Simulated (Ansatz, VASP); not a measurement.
## Si3C4 in VASP and in Ansatz

```
Si C
1.0
     1.54859    0.89408    8.98709
    -1.54859    0.89408    8.98709
     0.00000   -1.78816    8.98709
Si C
3 4
Direct
  0.77455 0.77455 0.77455
  0.22462 0.22462 0.22462
  0.99954 0.99954 0.99954
  0.70339 0.70339 0.70339
  0.12235 0.12235 0.12235
  0.29577 0.29577 0.29577
  0.87677 0.87677 0.87677
```

Change from the starting cell: species swapped into the Al4C3 type (R3m, No. 160).

Alike in both runs: functional PBE; k mesh 6 × 6 × 6; occupations gaussian, width 0.2 eV; no spin polarisation.

Ansatz relaxed the structure, and its values are those at the end. VASP's run is a single point on that final structure, the one shown.

|  | VASP | Ansatz |
| --- | --- | --- |
| version | VASP 6.6.1 | Ansatz 0.2.0 |
| potentials or method | VASP PAW PBE potentials, release 64 (Si, C), cutoff 520 eV | scalar-relativistic, plane waves, PAW |
| valence electrons in the cell | 28 | 28 |

Ansatz gave:

```
gap on the k mesh at the Fermi level (eV) : none
pressure (GPa)                            : 0.0
rms of the force components (eV/Å)        : 0.008
```

Problem. What did VASP give for the same quantities?

Solution. gap on the k mesh at the Fermi level (eV): none; pressure (GPa): 0.0; rms of the force components (eV/Å): 0.007.

A gap of «none» marks a metal or a gap that the smearing closes.

The k mesh is coarse, so the values compare programs but aren't converged.
